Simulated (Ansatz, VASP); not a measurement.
**CuO: VASP beside Ansatz**

Contents of POSCAR:

```
CuO
1.0
    3.1754955000      0.0000000000      0.0000000000
    0.0000000000      3.1754955000      0.0000000000
    0.0000000000      0.0000000000      4.6495318700
Cu O
2 2
Direct
    0.0000000000      0.0000000000      0.0000000000
    0.5000000000      0.5000000000      0.0000000000
    0.5000000000      0.0000000000      0.2670000000
    0.0000000000      0.5000000000      0.7330000000
```

File INCAR.step1:

```
SYSTEM = CuO
  PREC = Accurate
  ENCUT = 520
  EDIFF = 1E-5
  ISMEAR = -1
  SIGMA = 0.05
  LREAL = .False.
  LASPH = .True.
  NELM = 100
  ALGO = Normal
  ISIF = 2
  LWAVE = .True.
  LCHARG = .False.
  NBANDS = 25
  GGA = PE
```

Contents of INCAR.step2:

```
SYSTEM = CuO
  PREC = Accurate
  ENCUT = 520
  EDIFF = 1E-6
  ISMEAR = -1
  SIGMA = 0.05
  LREAL = .False.
  LASPH = .True.
  NELM = 100
  ALGO = Normal
  ISIF = 2
  LWAVE = .False.
  LCHARG = .False.
  GGA = PE
  LHFCALC = .True.
  HFSCREEN = 0.2079
  PRECFOCK = Normal
  NBANDS = 25
  ISTART = 1
```

KPOINTS

```
Automatic mesh
0
Gamma
  5 5 4
  0 0 0
```

The input input.yaml:

```yaml
crystal:
  lattice:
    - [3.1754955, 0.0, 0.0]
    - [0.0, 3.1754955, 0.0]
    - [0.0, 0.0, 4.64953187]
  atoms:
    - { symbol: Cu, position: [0.0, 0.0, 0.0] }
    - { symbol: Cu, position: [0.5, 0.5, 0.0] }
    - { symbol: O, position: [0.5, 0.0, 0.267] }
    - { symbol: O, position: [0.0, 0.5, 0.733] }
hamiltonian:
  xc: hse06
  pseudopotentials: { kind: paw }
kpoints:
  mp_grid: { grid: [5, 5, 4] }
  band_path:
    path:
      - [[0.0, 0.0, 0.0], [0.0, 0.5, 0.0], [0.5, 0.5, 0.0], [0.0, 0.0, 0.0], [0.0, 0.0, 0.5], [0.0, 0.5, 0.5], [0.5, 0.5, 0.5], [0.0, 0.0, 0.5]]
      - [[0.0, 0.5, 0.0], [0.0, 0.5, 0.5]]
      - [[0.5, 0.5, 0.0], [0.5, 0.5, 0.5]]
    npoints: 4
scf:
  occupations: { method: fermi_dirac, width: 0.05 }
  n_extra_bands: 10
output:
  forces: true
  stress: true
  eigenvalues: true
  fatbands: false
```

Alike in both runs: functional HSE06; k mesh 5 × 5 × 4; occupations fermi-dirac, width 0.05 eV; no spin polarisation.

|  | VASP | Ansatz |
| --- | --- | --- |
| version | VASP 6.6.1 | Ansatz 0.2.0 |
| potentials or method | VASP PAW PBE potentials, release 64 (Cu, O) | Ansatz PAW |
| plane-wave cutoff (eV) | 520 | 420 |
| valence electrons in the cell | 34 | 50 |
| task | single point | band structure |

|  | VASP | Ansatz | Ansatz less VASP |
| --- | --- | --- | --- |
| gap on the k mesh at the Fermi level (eV) | none | none | - |
| pressure (GPa) | 11.9 | 11.0 | -0.87 |
| traceless stress, the component that is largest in VASP (GPa) | -27.33 | -27.09 | +0.245 |
| rms of the force components (eV/Å) | 0.687 | 0.739 | +0.0518 |

Atom by atom the forces differ by 0.052 eV/Å (rms over components). A gap of «none» marks a metal or a gap that the smearing closes. VASP's potentials hold 34 valence electrons a cell and Ansatz's 50, so a difference there can come from the potentials and not from the codes.

The k mesh is coarse, so the values compare programs but aren't converged.
